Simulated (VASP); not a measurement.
**GaP: single point with r2SCAN**

GaP:

```
Ga P
1.0
     0.00000    2.72540    2.72540
     2.69815    0.00000    2.72540
     2.69815    2.72540    0.00000
Ga P
1 1
Direct
  0.00000 0.00000 0.00000
  0.25000 0.25000 0.25000
```

This cell differs from its parent crystal: uniaxial x strain -1.0%.

```json
{
  "Program": "VASP 6.6.1",
  "Task": "single point",
  "Functional": "r2SCAN",
  "Potentials or basis": "VASP PAW PBE potentials, release 64 (Ga_d, P)",
  "Cutoff": "520 eV",
  "k mesh": "8 × 8 × 8",
  "Occupations": "gaussian, width 0.01 eV",
  "Spin": "no spin polarisation"
}
```

| Item | Value |
| --- | --- |
| Pressure | 0.9 GPa |
| Band gap on the k mesh | 1.78 eV (least direct gap 2.39 eV) |

Stress tensor (GPa, compression positive):
```
1.40 0.00 0.00
0.00 0.61 0.00
0.00 0.00 0.61
```

Levels at points of the mesh, in eV from the valence-band top:
| k point | band 5 | band 6 | band 7 | band 8 | band 9 | band 10 | band 11 | band 12 | band 13 | band 14 |
| --- | --- | --- | --- | --- | --- | --- | --- | --- | --- | --- |
| (0.00, 0.00, 0.00) | -14.93 | -13.14 | -0.06 | -0.06 | 0.00 | 2.39 | 4.13 | 4.16 | 4.16 | 9.47 |
| (0.50, 0.00, 0.00) | -14.92 | -10.94 | -6.94 | -1.27 | -1.18 | 2.03 | 4.97 | 5.06 | 8.82 | 11.68 |
| (0.50, 0.50, 0.00) | -14.91 | -10.01 | -7.07 | -2.85 | -2.85 | 1.88 | 2.09 | 11.38 | 11.39 | 12.03 |
| (0.00, 0.50, 0.50) | -14.90 | -9.96 | -7.00 | -2.92 | -2.92 | 1.80 | 1.99 | 11.38 | 11.38 | 12.13 |

It took 2.9 min on 1 thread of AMD EPYC 7R13, on a shared host, peak memory 0.16 GiB.

Caveat: the cell differs from its parent crystal (uniaxial x strain -1.0%); the PAW data sets were made with another functional, which shifts forces and pressure a little. A k mesh can miss the band edges.
